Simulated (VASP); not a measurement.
# Mo (Fd-3m) in VASP: a series of runs

The runs below take Mo through single point, relaxation of cell and atoms, with PBEsol.

All numbers are computed with VASP 6.6.1; they aren't measurements. Logs are shortened: lines on timing, memory, paths and dates and some standing lists are left out, and cuts for length are marked.

## (1) The cell of the first run

It takes space group Fd-3m (No. 227, cubic). Conventional cell: a = 5.257 Å, b = 5.257 Å, c = 5.257 Å, α = 90.00°, β = 90.00°, γ = 90.00°. Mo (site symmetry -43m) has 4 Mo at 2.28 Å within 3.0 Å.

## (2) Single point, PBEsol

The input, INCAR:

```
PREC     = Accurate       # precision mode
ENCUT    = 520            # plane-wave cutoff, eV
EDIFF    = 1E-6           # SCF threshold, eV
ISMEAR   = 0              # smearing method
SIGMA    = 0.1            # smearing width, eV
LREAL    = F              # projectors in reciprocal space
LASPH    = T              # aspherical terms in the spheres
NELM     = 60             # most SCF steps
ALGO     = Normal         # electronic algorithm
ISIF     = 2              # what is computed and relaxed
LWAVE    = F              # write WAVECAR
LCHARG   = F              # write CHGCAR
GGA      = PS             # functional
NBANDS   = 21             # bands
```

The input, KPOINTS:

```
Automatic mesh
0
Gamma
  6 6 6
```

The input, POSCAR:

```
Mo
1.0
    0.0000000000      2.6282640351      2.6282640351
    2.6282640351      0.0000000000      2.6282640351
    2.6282640351      2.6282640351      0.0000000000
Mo
2
Direct
    0.5000000000      0.5000000000      0.5000000000
    0.7500000000      0.7500000000      0.7500000000
```

Potentials or basis: VASP PAW PBE potentials, release 64 (Mo_sv).

The run is started by

```bash
$ cat potpaw_PBE.64/Mo_sv/POTCAR > POTCAR
$ mpirun -np 1 vasp_std > vasp.out
```

OUTCAR:

```text
PREC = Accurate
   ENCUT = 520
   EDIFF = 1E-6
   ISMEAR = 0
   LREAL = F
   LASPH = T
   NELM = 60
   ISIF = 2
   GGA = PS

 ion  position               nearest neighbor table
   1  0.500  0.500  0.500-   2 2.28   2 2.28   2 2.28   2 2.28
   2  0.750  0.750  0.750-   1 2.28   1 2.28   1 2.28   1 2.28

  LATTYP: Found a face centered cubic cell.
 ALAT       =     5.2565280702

  Lattice vectors:

 A1 = (   0.0000000000,   2.6282640351,   2.6282640351)
 A2 = (   2.6282640351,   0.0000000000,   2.6282640351)
 A3 = (   2.6282640351,   2.6282640351,   0.0000000000)

Analysis of symmetry for initial positions (statically):
=====================================================================
 Subroutine PRICEL returns:
 Original cell was already a primitive cell.

 Routine SETGRP: Setting up the symmetry group for a
 face centered cubic supercell.

 Subroutine GETGRP returns: Found 48 space group operations
 (whereof 24 operations were pure point group operations)
 out of a pool of 48 trial point group operations.

The static configuration has the point symmetry T_d .
 The point group associated with its full space group is O_h .

Analysis of symmetry for dynamics (positions and initial velocities):
=====================================================================
 Subroutine PRICEL returns:
 Original cell was already a primitive cell.

 Routine SETGRP: Setting up the symmetry group for a
 face centered cubic supercell.

 Subroutine GETGRP returns: Found 48 space group operations
 (whereof 24 operations were pure point group operations)
 out of a pool of 48 trial point group operations.

The dynamic configuration has the point symmetry T_d .
 The point group associated with its full space group is O_h .

 Subroutine INISYM returns: Found 48 space group operations
 (whereof 24 operations are pure point group operations),
 and found     1 'primitive' translations

----------------------------------------------------------------------------------------

                                     Primitive cell

  volume of cell :      36.3109

  direct lattice vectors                    reciprocal lattice vectors
     0.000000000  2.628264035  2.628264035    -0.190239639  0.190239639  0.190239639
     2.628264035  0.000000000  2.628264035     0.190239639 -0.190239639  0.190239639
     2.628264035  2.628264035  0.000000000     0.190239639  0.190239639 -0.190239639

  length of vectors
     3.716926644  3.716926644  3.716926644     0.329504720  0.329504720  0.329504720

  position of ions in fractional coordinates (direct lattice)
     0.500000000  0.500000000  0.500000000
     0.750000000  0.750000000  0.750000000

  ion indices of the primitive-cell ions
   primitive index   ion index
                 1           1
                 2           2

----------------------------------------------------------------------------------------

 KPOINTS: Automatic mesh

Automatic generation of k-mesh.
 Grid dimensions read from file:
 generate k-points for:    6    6    6

 Generating k-lattice:

  Cartesian coordinates                     Fractional coordinates (reciprocal lattice)
    -0.031706606  0.031706606  0.031706606     0.166666667  0.000000000  0.000000000
     0.031706606 -0.031706606  0.031706606     0.000000000  0.166666667  0.000000000
     0.031706606  0.031706606 -0.031706606     0.000000000  0.000000000  0.166666667

  Length of vectors
     0.054917453  0.054917453  0.054917453

  Shift w.r.t. Gamma in fractional coordinates (k-lattice)
     0.000000000  0.000000000  0.000000000

 Subroutine IBZKPT returns following result:
 ===========================================

 Found     16 irreducible k-points:

 Following reciprocal coordinates:
            Coordinates               Weight
  0.000000  0.000000  0.000000      1.000000
  0.166667  0.000000  0.000000      8.000000
  0.333333  0.000000  0.000000      8.000000
  0.500000  0.000000  0.000000      4.000000
  0.166667  0.166667  0.000000      6.000000
  0.333333  0.166667  0.000000     24.000000
[... 8 lines left out ...]
 -0.333333  0.333333  0.166667     24.000000
 -0.333333  0.500000  0.166667     12.000000
   k-points           NKPTS =     16   k-points in BZ     NKDIM =     16   number of bands    NBANDS=     21
   number of dos      NEDOS =    301   number of ions     NIONS =      2
   total plane-waves  NPLWV =  21952
   dimension x,y,z NGX =    28 NGY =   28 NGZ =   28
   dimension x,y,z NGXF=    56 NGYF=   56 NGZF=   56
   ions per type =               2
   NGX,Y,Z   is equivalent  to a cutoff of  12.52, 12.52, 12.52 a.u.
   NGXF,Y,Z  is equivalent  to a cutoff of  25.05, 25.05, 25.05 a.u.
 SYSTEM =  unknown system
   PREC   = accura    normal or accurate (medium, high low for compatibility)
   ISTART =      0    job   : 0-new  1-cont  2-samecut
   ICHARG =      2    charge: 1-file 2-atom 10-const
   ISPIN  =      1    spin polarized calculation?
   LNONCOLLINEAR =      F non collinear calculations
   LSORBIT =      F    spin-orbit coupling
   LASPH  =      T    aspherical Exc in radial PAW
   ENCUT  =  520.0 eV  38.22 Ry    6.18 a.u.   6.91  6.91  6.91*2*pi/ulx,y,z
   NELM   =     60;   NELMIN=  2; NELMDL= -5     # of ELM steps
   EDIFF  = 0.1E-05   stopping-criterion for ELM
   LREAL  =      F    real-space projection
   EDIFFG = 0.1E-04   stopping-criterion for IOM
   NSW    =      0    number of steps for IOM
   IBRION =     -1    ionic relax: 0-MD 1-quasi-New 2-CG
   NFREE  =      0    steps in history (QN), initial steepest desc. (CG)
   ISIF   =      2    stress and relaxation
   ISYM   =      2    0-nonsym 1-usesym 2-fastsym
   POTIM  = 0.5000    time-step for ionic-motion
   TEBEG  =    0.0;   TEEND  =   0.0 temperature during run
   PSTRESS=    0.0 pullay stress
   NELECT =      28.0000    total number of electrons
   NUPDOWN=      -1.0000    fix difference up-down
   EMIN   =  10.00;   EMAX   =-10.00  energy-range for DOS
   EFERMI =   0.00;   METHOD = LEGACY
   ISMEAR =     0;   SIGMA  =   0.10  broadening in eV -4-tet -1-fermi 0-gaus
   EFERMI_NEDOS =   21; number of points for ismear=-14 and -15
   IALGO  =     38    algorithm
   IMIX   =      4    mixing-type and parameters
     AMIX     =   0.40;   BMIX     =  1.00
     AMIX_MAG =   1.60;   BMIX_MAG =  1.00
  volume/ion in A,a.u.               =      18.16       122.52
  Fermi-wavevector in a.u.,A,eV,Ry     =   1.501234  2.836922 30.663516  2.253705
  Thomas-Fermi vector in A             =   2.612631
   LORBIT       =      0    0 simple, 1 ext, 2 COOP (PROOUT), +10 PAW based schemes
   GGA     = PS    functional components
   LHFCALC =     F    Hartree Fock is set to
   AEXX    =    0.0000 exact exchange contribution
   IVDW    =     0    specifies the selected vdW correction
   LEPSILON=     F    determine dielectric tensor
   LRPA    =     F    only Hartree local field effects (RPA)
 non-spin polarized calculation
 Gauss-broadening in eV      SIGMA  =   0.10
  energy-cutoff  :      520.00
  volume of cell :       36.31
 maximum number of plane-waves:      1002
   NGX = 13   NGY = 13   NGZ = 13

 number of electron      28.0000000 magnetization

 Free energy of the ion-electron system (eV)
  ---------------------------------------------------
  ext. energy  EPLUGINS =         0.00000000
  ---------------------------------------------------
  free energy    TOTEN  =       -18.05953603 eV

  energy without entropy =      -18.04499774  energy(sigma->0) =      -18.05226689

 E-fermi :   9.7697     XC(G=0): -12.2309

 val. band max:        9.7133609130   @ k =   0.3333   0.1667   0.0000
 cond. band min:       9.7813242925   @ k =  -0.3333   0.5000   0.1667
 fundamental gap:      0.0679633795
 Fermi energy:         9.7696769624

 k-point     1 :       0.0000    0.0000    0.0000
  band No.  band energies     occupation
      1     -51.0879      2.00000
      2     -49.6048      2.00000
      3     -25.6677      2.00000
      4     -25.6677      2.00000
      5     -25.6677      2.00000
      6     -23.7146      2.00000
[... 13 lines left out ...]
     20      21.6988      0.00000
     21      22.6162      0.00000

 k-point     2 :       0.1667    0.0000    0.0000
  band No.  band energies     occupation
      1     -51.0193      2.00000
      2     -49.6832      2.00000
      3     -25.7351      2.00000
      4     -25.7351      2.00000
      5     -25.6694      2.00000
      6     -23.6976      2.00000
[... 13 lines left out ...]
     20      20.5299      0.00000
     21      22.9420      0.00000

 k-point     3 :       0.3333    0.0000    0.0000
  band No.  band energies     occupation
      1     -50.8505      2.00000
      2     -49.8715      2.00000
      3     -25.8565      2.00000
      4     -25.8565      2.00000
      5     -25.6813      2.00000
      6     -23.6520      2.00000
[... 13 lines left out ...]
     20      18.2835      0.00000
     21      20.4188      0.00000

 k-point     4 :       0.5000    0.0000    0.0000
  band No.  band energies     occupation
      1     -50.7354      2.00000
      2     -49.9963      2.00000
      3     -25.9120      2.00000
      4     -25.9120      2.00000
      5     -25.6913      2.00000
      6     -23.6236      2.00000
[... 13 lines left out ...]
     20      15.4855      0.00000
     21      20.4358      0.00000

 k-point     5 :       0.1667    0.1667    0.0000
  band No.  band energies     occupation
      1     -50.9946      2.00000
      2     -49.7112      2.00000
      3     -25.8139      2.00000
      4     -25.8139      2.00000
      5     -25.5298      2.00000
      6     -23.8495      2.00000
[... 13 lines left out ...]
     20      20.1890      0.00000
     21      22.5093      0.00000
[... 190 lines left out ...]
     20      15.7567      0.00000
     21      16.1074      0.00000

 k-point    14 :       0.5000    0.3333    0.1667
  band No.  band energies     occupation
      1     -50.6877      2.00000
      2     -50.0472      2.00000
      3     -26.1309      2.00000
      4     -26.0126      2.00000
      5     -25.1957      2.00000
      6     -24.1329      2.00000
[... 13 lines left out ...]
     20      18.0087      0.00000
     21      18.1697      0.00000

 k-point    15 :      -0.3333    0.3333    0.1667
  band No.  band energies     occupation
      1     -50.5553      2.00000
      2     -50.1860      2.00000
      3     -26.1943      2.00000
      4     -26.0681      2.00000
      5     -25.0475      2.00000
      6     -24.2598      2.00000
[... 13 lines left out ...]
     20      15.4471      0.00000
     21      17.8765      0.00000

 k-point    16 :      -0.3333    0.5000    0.1667
  band No.  band energies     occupation
      1     -50.3723      2.00000
      2     -50.3723      2.00000
      3     -26.1703      2.00000
      4     -26.1703      2.00000
      5     -24.6604      2.00000
      6     -24.6604      2.00000
[... 13 lines left out ...]
     20      15.3822      0.00000
     21      15.8236      0.00000

------------------------ aborting loop because EDIFF is reached ----------------------------------------

  FORCE on cell =-STRESS in cart. coord.  units (eV):
  Direction    XX          YY          ZZ          XY          YZ          ZX
  --------------------------------------------------------------------------------------
  -------------------------------------------------------------------------------------
  Total        8.2789462      8.2789462      8.2789462      0.0000000     -0.0000000      0.0000000
  in kB      365.2991582    365.2991582    365.2991582      0.0000000     -0.0000000      0.0000000
  external PRESSURE =     365.2991582 kB  Pullay stress =       0.0000000 kB

 VOLUME and BASIS-vectors are now :
 -----------------------------------------------------------------------------
  energy-cutoff  :      520.00
  volume of cell :       36.31
      direct lattice vectors                 reciprocal lattice vectors
     0.000000000  2.628264035  2.628264035    -0.190239639  0.190239639  0.190239639
     2.628264035  0.000000000  2.628264035     0.190239639 -0.190239639  0.190239639
     2.628264035  2.628264035  0.000000000     0.190239639  0.190239639 -0.190239639

 POSITION                                       TOTAL-FORCE (eV/Angst)
 -----------------------------------------------------------------------------------
      2.62826      2.62826      2.62826        -0.000000     -0.000000      0.000000
      3.94240      3.94240      3.94240         0.000000      0.000000     -0.000000
 -----------------------------------------------------------------------------------
    total drift:                                0.000000      0.000000      0.000000

  FREE ENERGIE OF THE ION-ELECTRON SYSTEM (eV)
  ---------------------------------------------------
  free  energy   TOTEN  =       -18.0595360334 eV

  energy  without entropy=      -18.0449977368  energy(sigma->0) =      -18.05226689
```

Wall time 7 s (1 thread of AMD EPYC 9R45 (Zen 5), shared host); peak memory 0.12 GiB.

Results:

```
Free energy            : -18.0595 eV
Pressure               : 36.5 GPa
Band gap on the k mesh : zero (band 14 reaches 10.01 eV, above the bottom of band 15 at 9.52 eV)
```

Caveat: the PAW data sets were made with another functional, which shifts forces and pressure a little.

## (3) Single point, PBEsol

This run uses another cell than the first one, of 22.04 Å³/atom, 1.214 times its volume.

The input, INCAR:

```
ALGO = Normal
EDIFF = 1E-6
ENCUT = 520
GGA = PS
ISIF = 2
ISMEAR = 0
LASPH = T
LCHARG = F
LREAL = F
LWAVE = F
NBANDS = 21
NELM = 60
PREC = Accurate
SIGMA = 0.1
```

The input, KPOINTS:

```
k-points
0
Gamma
  6 6 6
```

The input, POSCAR:

```
Mo
1.0
    0.0000000000      2.8037150085      2.8037150085
    2.8037150085      0.0000000000      2.8037150085
    2.8037150085      2.8037150085      0.0000000000
Mo
2
Direct
    0.5000000000      0.5000000000      0.5000000000
    0.7500000000      0.7500000000      0.7500000000
```

Potentials or basis: VASP PAW PBE potentials, release 64 (Mo_sv).

The run is started by

```bash
$ cat potpaw_PBE.64/Mo_sv/POTCAR > POTCAR
$ mpirun -np 1 vasp_std > vasp.out
```

It took 8.1 s on 1 thread of AMD EPYC 9R45 (Zen 5), shared host; peak memory 0.13 GiB.

It converged, with:

```yaml
Free_energy: -18.8209 eV
Pressure: 0.5 GPa
Band_gap_on_the_k_mesh: zero (band 14 reaches 7.37 eV, above the bottom of band 15 at 7.11 eV)
```

Levels at points of the mesh, in eV from the Fermi level:
| k point | band 10 | band 11 | band 12 | band 13 | band 14 | band 15 | band 16 | band 17 | band 18 | band 19 |
| --- | --- | --- | --- | --- | --- | --- | --- | --- | --- | --- |
| (0.00, 0.00, 0.00) | -2.38 | -2.38 | -1.39 | -1.39 | -1.39 | 1.36 | 1.36 | 1.36 | 4.58 | 4.58 |
| (0.50, 0.00, 0.00) | -2.21 | -2.12 | -2.12 | -1.68 | -1.68 | 0.39 | 2.39 | 2.39 | 3.82 | 3.82 |
| (0.50, 0.50, 0.00) | -3.22 | -1.64 | -1.64 | 0.05 | 0.05 | 0.54 | 0.54 | 4.14 | 4.14 | 5.14 |

Caveat: the PAW data sets were made with another functional, which shifts forces and pressure a little.

## (4) Relaxation of cell and atoms, PBEsol

The input, INCAR:

```
PREC = Accurate
ENCUT = 600
EDIFF = 1E-6
ISMEAR = 0
SIGMA = 0.1
LREAL = False
LASPH = True
NELM = 80
ALGO = Normal
ISIF = 3
LWAVE = False
LCHARG = False
GGA = PS
IBRION = 2
NSW = 90
EDIFFG = -0.04
```

The input, KPOINTS:

```
Automatic mesh
0
Gamma
  6 6 6
```

The input, POSCAR:

```
Mo
1.0
    0.0000000000      2.6282640351      2.6282640351
    2.6282640351      0.0000000000      2.6282640351
    2.6282640351      2.6282640351      0.0000000000
Mo
2
Direct
    0.5000000000      0.5000000000      0.5000000000
    0.7500000000      0.7500000000      0.7500000000
```

The run is started by

```bash
$ cat potpaw_PBE.64/Mo_sv/POTCAR > POTCAR
$ mpirun -np 1 vasp_std > vasp.out
```

Run time: 26 s. Hardware: 1 thread of Intel Xeon 6975P-C (Granite Rapids), shared host; peak memory 0.16 GiB.

Results (log left out):

- Free energy: -18.8156 eV
- Relaxed volume: 22.13 Å³/atom
- Relaxed cell: a = 3.970 Å, b = 3.970 Å, c = 3.970 Å, α = 60.00°, β = 60.00°, γ = 60.00°
- Space group after relaxing (to 0.05 Å): Fd-3m (No. 227)
- Energy gained by relaxing: 377.9 meV/atom
- Ionic steps: 5
- Pressure after relaxing: -0.1 GPa
- Band gap on the k mesh: zero (band 14 reaches 7.32 eV, above the bottom of band 15 at 7.07 eV)

Step by step:
| step | energy change (eV) | largest force (eV/Å) | pressure (GPa) | volume (Å³) |
| --- | --- | --- | --- | --- |
| 1 | 0.0000 | 0.0000 | 36.46 | 36.31 |
| 2 | 0.8241 | 0.0000 | -20.62 | 62.64 |
| 3 | -0.7492 | 0.0000 | -2.28 | 45.16 |
| 4 | -0.7553 | 0.0000 | -0.57 | 44.48 |
| 5 | -0.7557 | 0.0000 | -0.14 | 44.26 |

Final structure:
```yaml
crystal:
  lattice:
    - [0.00000, 2.80752, 2.80752]
    - [2.80752, 0.00000, 2.80752]
    - [2.80752, 2.80752, 0.00000]
  atoms:
    - { symbol: Mo, position: [0.50000, 0.50000, 0.50000] }
    - { symbol: Mo, position: [0.75000, 0.75000, 0.75000] }
```

Levels at points of the mesh, in eV from the Fermi level:
```csv
k point,band 12,band 13,band 14,band 15,band 16,band 17
"(0.00, 0.00, 0.00)",-1.38,-1.38,-1.38,1.35,1.35,1.35
"(0.50, 0.00, 0.00)",-2.10,-1.67,-1.67,0.39,2.38,2.38
"(0.50, 0.50, 0.00)",-1.62,0.04,0.04,0.55,0.55,4.13
```

Caveat: the volume moved by over 15 % at a fixed basis, so the end points are rough; the PAW data sets were made with another functional, which shifts forces and pressure a little.

## (5) Single point, PBEsol

This run uses another cell than the first one, of 22.07 Å³/atom, 1.216 times its volume.

The input, INCAR:

```
  ALGO = Normal
  EDIFF = 1E-6
  ENCUT = 520
  GGA = PS
  ISIF = 2
  ISMEAR = 0
  LASPH = T
  LCHARG = F
  LREAL = F
  LWAVE = F
  NBANDS = 21
  NELM = 60
  PREC = Accurate
  SIGMA = 0.1
```

The input, KPOINTS:

```
k-points
0
Gamma
  14 14 14
```

The input, POSCAR:

```
Mo
1.0
    0.0000000000      2.8051689452      2.8051689452
    2.8051689452      0.0000000000      2.8051689452
    2.8051689452      2.8051689452      0.0000000000
Mo
2
Direct
    0.0000000000      0.0000000000      0.0000000000
    0.2500000000      0.2500000000      0.2500000000
```

The run is started by

```bash
$ cat potpaw_PBE.64/Mo_sv/POTCAR > POTCAR
$ mpirun -np 1 vasp_std > vasp.out
```

Wall time 33 s (1 thread of Intel Xeon 6975P-C (Granite Rapids), shared host); peak memory 0.21 GiB.

It converged, with:

| Item | Value |
| --- | --- |
| Free energy | -18.7974 eV |
| Pressure | 0.5 GPa |
| Band gap on the k mesh | zero (band 14 reaches 7.47 eV, above the bottom of band 15 at 6.89 eV) |

Levels at points of the mesh, in eV from the Fermi level:
```csv
k point,band 11,band 12,band 13,band 14,band 15,band 16,band 17,band 18
"(0.00, 0.00, 0.00)",-2.39,-1.39,-1.39,-1.39,1.34,1.34,1.34,4.57
"(0.50, 0.00, 0.00)",-2.12,-2.12,-1.69,-1.69,0.37,2.38,2.38,3.80
"(0.50, 0.50, 0.00)",-1.64,-1.64,0.03,0.03,0.53,0.53,4.13,4.13
```

Caveat: the PAW data sets were made with another functional, which shifts forces and pressure a little.

## (6) The runs side by side

| task | cell | k mesh | cutoff (eV) | gap on the mesh (eV) | pressure (GPa) |
| --- | --- | --- | --- | --- | --- |
| single point | a = 3.717 Å, angles 60.0°, 2 atoms | 6 × 6 × 6 | 520 | none | 36.5 |
| single point | a = 3.965 Å, angles 60.0°, 2 atoms | 6 × 6 × 6 | 520 | none | 0.5 |
| relaxation of cell and atoms | relaxed from a = 3.717 Å, angles 60.0°, 2 atoms | 6 × 6 × 6 | 600 | none | -0.1 |
| single point | a = 3.967 Å, angles 60.0°, 2 atoms | 14 × 14 × 14 | 520 | none | 0.5 |

Alike in all rows: level PBEsol; potentials or basis VASP PAW PBE potentials, release 64 (Mo_sv); no spin polarisation; smearing gaussian 0.1 eV.

Caveats: the PAW data sets were made with another functional, which shifts forces and pressure a little; the volume moved by over 15 % at a fixed basis, so the end points are rough (some runs).

Absolute energies hang on the potentials; compare differences alone.
